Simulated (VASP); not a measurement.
In: single point with r2SCAN

The system is In.

```
In
1.0
    -1.62547    1.62547    2.47370
     1.62547   -1.62547    2.47370
     1.62547    1.62547   -2.47370
In
1
Direct
  0.00000 0.00000 0.00000
```

| Item | Value |
| --- | --- |
| Program | VASP 6.6.1 |
| Task | single point |
| Functional | r2SCAN |
| Potentials or basis | VASP PAW PBE potentials, release 64 (In_d) |
| Cutoff | 520 eV |
| k mesh | 6 × 6 × 6, shifted |
| Occupations | gaussian, width 0.1 eV |
| Spin | no spin polarisation |

```
Pressure : 0.3 GPa
```

Stress tensor (GPa, compression positive):
```
-0.08  0.00  0.00
 0.00 -0.08  0.00
 0.00  0.00  1.04
```

Levels at points of the mesh, in eV from the Fermi level:
```
           k point  band 2  band 3  band 4  band 5  band 6  band 7  band 8  band 9  band 10  band 11
(0.08, 0.08, 0.08)  -14.87  -14.85  -14.81  -14.70   -8.64    6.90    6.97   10.75    11.67    13.38
```

It took 21 s on 1 thread of Intel(R) Xeon(R) 6975P-C (Granite Rapids), with other jobs on the host, peak memory 0.16 GiB.

Caveat: the k points lie up to 0.46 Å⁻¹ apart; the PAW data sets were made with another functional, which shifts forces and pressure a little; spin-orbit coupling is left out, which moves the levels of the heavy elements.
